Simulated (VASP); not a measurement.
# GaN (F-43m) in VASP: a series of runs, part 2 of 3

VASP 6.6.1. The steps go on from the part before.

## (3) Single point, BLYP+D3(BJ)

This run uses another cell than the first one, of 12.13 Å³/atom, 1.039 times its volume.

INCAR

```
PREC = Accurate ; ENCUT = 910
EDIFF = 1E-6 ; ISMEAR = -1
SIGMA = 0.05 ; LREAL = F
LASPH = T ; NELM = 120
ALGO = Normal ; ISIF = 2
LWAVE = F ; LCHARG = T
GGA = B5 ; ALDAX = 1.0
AGGAX = 1.0 ; AGGAC = 1.0
ALDAC = 0.0 ; IVDW = 12
VDW_S6 = 1.0 ; VDW_S8 = 2.6996
VDW_A1 = 0.4298 ; VDW_A2 = 4.2359
LELF = T ; LVHAR = T
NBANDS = 16 ; GGA_COMPAT = F
```

KPOINTS

```
regular mesh
0
Gamma
  10 10 10
```

POSCAR

```
GaN
1.0
    0.0000000000      2.2976981147      2.2976981147
    2.2976981147      0.0000000000      2.2976981147
    2.2976981147      2.2976981147      0.0000000000
Ga N
1 1
Direct
    0.0000000000      0.0000000000      0.0000000000
    0.2500000000      0.2500000000      0.2500000000
```

Potentials or basis: VASP PAW PBE potentials, release 64 (Ga_d, N_h).

Command:

```bash
$ cat potpaw_PBE.64/Ga_d/POTCAR potpaw_PBE.64/N_h/POTCAR > POTCAR
$ mpirun -np 1 vasp_std > vasp.out
```

OUTCAR:

```text
PREC = Accurate
   ENCUT = 910
   EDIFF = 1E-6
   ISMEAR = -1
   LREAL = F
   LASPH = T
   NELM = 120
   ISIF = 2
   GGA = B5
   IVDW = 12
 IVDW          = 12

 ion  position               nearest neighbor table
   1  0.000  0.000  0.000-   2 1.99   2 1.99   2 1.99   2 1.99
   2  0.250  0.250  0.250-   1 1.99   1 1.99   1 1.99   1 1.99

  LATTYP: Found a face centered cubic cell.
 ALAT       =     4.5953962294

  Lattice vectors:

 A1 = (   0.0000000000,   2.2976981147,   2.2976981147)
 A2 = (   2.2976981147,   0.0000000000,   2.2976981147)
 A3 = (   2.2976981147,   2.2976981147,   0.0000000000)

Analysis of symmetry for initial positions (statically):
=====================================================================
 Subroutine PRICEL returns:
 Original cell was already a primitive cell.

 Routine SETGRP: Setting up the symmetry group for a
 face centered cubic supercell.

 Subroutine GETGRP returns: Found 24 space group operations
 (whereof 24 operations were pure point group operations)
 out of a pool of 48 trial point group operations.

The static configuration has the point symmetry T_d .

Analysis of symmetry for dynamics (positions and initial velocities):
=====================================================================
 Subroutine PRICEL returns:
 Original cell was already a primitive cell.

 Routine SETGRP: Setting up the symmetry group for a
 face centered cubic supercell.

 Subroutine GETGRP returns: Found 24 space group operations
 (whereof 24 operations were pure point group operations)
 out of a pool of 48 trial point group operations.

The dynamic configuration has the point symmetry T_d .

 Subroutine INISYM returns: Found 24 space group operations
 (whereof 24 operations are pure point group operations),
 and found     1 'primitive' translations

[... 111 lines left out ...]
   IALGO  =     38    algorithm
   IMIX   =      4    mixing-type and parameters
     AMIX     =   0.40;   BMIX     =  1.00
     AMIX_MAG =   1.60;   BMIX_MAG =  1.00
  volume/ion in A,a.u.               =      12.13        81.86
  Fermi-wavevector in a.u.,A,eV,Ry     =   1.482049  2.800667 29.884797  2.196471
  Thomas-Fermi vector in A             =   2.595884
   LORBIT       =      0    0 simple, 1 ext, 2 COOP (PROOUT), +10 PAW based schemes
   GGA     = B5    functional components
   LHFCALC =     F    Hartree Fock is set to
   AEXX    =    0.0000 exact exchange contribution
   IVDW    =    12    specifies the selected vdW correction
   LEPSILON=     F    determine dielectric tensor
   LRPA    =     F    only Hartree local field effects (RPA)
 non-spin polarized calculation
  energy-cutoff  :      910.00
  volume of cell :       24.26
 maximum number of plane-waves:      1524
   NGX = 15   NGY = 15   NGZ = 15

 number of electron      17.9999997 magnetization

 Free energy of the ion-electron system (eV)
  ---------------------------------------------------
  ext. energy  EPLUGINS =         0.00000000
  ---------------------------------------------------
  free energy    TOTEN  =       -11.03215774 eV

  energy without entropy =      -11.03215774  energy(sigma->0) =      -11.03215774

 E-fermi :   6.1026     XC(G=0): -10.8180

 val. band max:        5.3416494290   @ k =   0.0000   0.0000   0.0000
 cond. band min:       6.7685358993   @ k =   0.0000   0.0000   0.0000
 fundamental gap:      1.4268864703
 Fermi energy:         6.1025648307

 k-point     1 :       0.0000    0.0000    0.0000
  band No.  band energies     occupation
      1     -10.0329      2.00000
      2      -8.1692      2.00000
      3      -8.1692      2.00000
      4      -8.1692      2.00000
      5      -7.9083      2.00000
      6      -7.9083      2.00000
[... 433 lines left out ...]
      3      -7.9836      2.00000
      4      -7.9832      2.00000
      5      -7.8575      2.00000
      6      -6.8290      2.00000
[... 8 lines left out ...]
     15      26.8915      0.00000
     16      27.2671      0.00000

 [... further k-points ...]

------------------------ aborting loop because EDIFF is reached ----------------------------------------

 Edisp (eV)   -1.05398

 E8    (eV) :    -0.7482

  FORCE on cell =-STRESS in cart. coord.  units (eV):
  Direction    XX          YY          ZZ          XY          YZ          ZX
  --------------------------------------------------------------------------------------
  -------------------------------------------------------------------------------------
  Total      -0.91702    -0.91702    -0.91702     0.00000     0.00000     0.00000
  in kB     -60.55956   -60.55956   -60.55956     0.00000     0.00000     0.00000
  external pressure =      -60.56 kB  Pullay stress =        0.00 kB

 VOLUME and BASIS-vectors are now :
 -----------------------------------------------------------------------------
  energy-cutoff  :      910.00
  volume of cell :       24.26
      direct lattice vectors                 reciprocal lattice vectors
     0.000000000  2.297698115  2.297698115    -0.217609092  0.217609092  0.217609092
     2.297698115  0.000000000  2.297698115     0.217609092 -0.217609092  0.217609092
     2.297698115  2.297698115  0.000000000     0.217609092  0.217609092 -0.217609092

 POSITION                                       TOTAL-FORCE (eV/Angst)
 -----------------------------------------------------------------------------------
      0.00000      0.00000      0.00000        -0.000000     -0.000000      0.000000
      1.14885      1.14885      1.14885         0.000000      0.000000     -0.000000
 -----------------------------------------------------------------------------------
    total drift:                                0.000000      0.000000      0.000000

  FREE ENERGIE OF THE ION-ELECTRON SYSTEM (eV)
  ---------------------------------------------------
  free  energy   TOTEN  =       -12.0861372293 eV

  energy  without entropy=      -12.0861372242  energy(sigma->0) =      -12.08613723
```

It took 36 s on 1 thread of Intel Xeon Platinum 8375C at 2.90GHz (Ice Lake), shared host; peak memory 0.21 GiB.

Results:

* Free energy: -12.0861 eV
* Pressure: -6.1 GPa
* Band gap on the k mesh: 1.43 eV, direct
* Dispersion energy per atom: -0.527 eV

Caveat: the cutoff is under 1.25 times the usual one of these potentials, so pressure, stress and relaxed cells hold a basis-set (Pulay) error; the PAW data sets were made with another functional, which shifts forces and pressure a little. A hybrid or GW would open this gap; BLYP tends to underestimate it.

## (4) Single point, BLYP+D3(BJ)

INCAR

```
PREC = Accurate
ENCUT = 910
EDIFF = 1E-6
ISMEAR = -1
SIGMA = 0.05
LREAL = False
LASPH = True
NELM = 120
ALGO = Normal
ISIF = 2
LWAVE = False
LCHARG = True
GGA = B5
ALDAX = 1.0
AGGAX = 1.0
AGGAC = 1.0
ALDAC = 0.0
IVDW = 12
VDW_S6 = 1.0
VDW_S8 = 2.6996
VDW_A1 = 0.4298
VDW_A2 = 4.2359
LELF = True
LVHAR = True
NBANDS = 16
GGA_COMPAT = False
```

KPOINTS

```
Automatic mesh
0
Gamma
  10 10 10
```

POSCAR

```
GaN
1.0
    0.0000000000      2.2684248875      2.2684248875
    2.2684248875      0.0000000000      2.2684248875
    2.2684248875      2.2684248875      0.0000000000
Ga N
1 1
Direct
    0.0000000000      0.0000000000      0.0000000000
    0.2500000000      0.2500000000      0.2500000000
```

Command:

```bash
$ cat potpaw_PBE.64/Ga_d/POTCAR potpaw_PBE.64/N_h/POTCAR > POTCAR
$ mpirun -np 1 vasp_std > vasp.out
```

Run time: 84 s. Hardware: 1 thread of AMD EPYC 7R43 (Zen 3), shared host; peak memory 0.17 GiB.

The run converged. Its results:

| Property | Result |
| --- | --- |
| Free energy | -12.1022 eV |
| Pressure | 0.1 GPa |
| Band gap on the k mesh | 1.68 eV, direct |
| Dispersion energy per atom | -0.549 eV |

Levels at points of the mesh, in eV from the valence-band top:
```
           k point  band 7  band 8  band 9  band 10  band 11  band 12
(0.00, 0.00, 0.00)    0.00    0.00    0.00     1.68    10.18    10.18
(0.50, 0.00, 0.00)   -6.83   -0.94   -0.94     4.53     8.76    10.32
(0.50, 0.50, 0.00)   -6.02   -2.60   -2.60     3.59     6.56    11.72
```

Caveat: the cutoff is under 1.25 times the usual one of these potentials, so pressure, stress and relaxed cells hold a basis-set (Pulay) error; the PAW data sets were made with another functional, which shifts forces and pressure a little.

## (5) Single point, BLYP+D3(BJ)

This run uses another cell than the first one, of 11.90 Å³/atom, 1.020 times its volume.

INCAR

```
SYSTEM = GaN
AGGAC = 1.0
AGGAX = 1.0
ALDAC = 0.0
ALDAX = 1.0
ALGO = Normal
EDIFF = 1E-6
ENCUT = 910
GGA = B5
GGA_COMPAT = .False.
ISIF = 2
ISMEAR = -1
IVDW = 12
LASPH = .True.
LCHARG = .False.
LREAL = .False.
LWAVE = .False.
NBANDS = 16
NELM = 120
PREC = Accurate
SIGMA = 0.05
VDW_A1 = 0.4298
VDW_A2 = 4.2359
VDW_S6 = 1.0
VDW_S8 = 2.6996
```

KPOINTS

```
k-points
0
Gamma
  10 10 10
  0 0 0
```

POSCAR

```
GaN
1.0
    0.0000000000      2.2831553320      2.2831553320
    2.2831553320      0.0000000000      2.2831553320
    2.2831553320      2.2831553320      0.0000000000
Ga N
1 1
Direct
    0.0000000000      0.0000000000      0.0000000000
    0.2500000000      0.2500000000      0.2500000000
```

Command:

```bash
$ cat potpaw_PBE.64/Ga_d/POTCAR potpaw_PBE.64/N_h/POTCAR > POTCAR
$ mpirun -np 1 vasp_std > vasp.out
```

Wall time 78 s (1 thread of AMD EPYC 7R43 (Zen 3), shared host); peak memory 0.18 GiB.

The run converged. Its results:

```
Free energy                : -12.0986 eV
Pressure                   : -3.1 GPa
Band gap on the k mesh     : 1.55 eV, direct
Dispersion energy per atom : -0.538 eV
```

Levels at points of the mesh, in eV from the valence-band top:
| k point | band 7 | band 8 | band 9 | band 10 | band 11 | band 12 |
| --- | --- | --- | --- | --- | --- | --- |
| (0.00, 0.00, 0.00) | 0.00 | 0.00 | 0.00 | 1.55 | 10.05 | 10.05 |
| (0.50, 0.00, 0.00) | -6.72 | -0.92 | -0.92 | 4.40 | 8.66 | 10.22 |
| (0.50, 0.50, 0.00) | -5.95 | -2.54 | -2.54 | 3.58 | 6.43 | 11.59 |

Caveat: the cutoff is under 1.25 times the usual one of these potentials, so pressure, stress and relaxed cells hold a basis-set (Pulay) error; the PAW data sets were made with another functional, which shifts forces and pressure a little.

(Continued in part 3 of 3.)
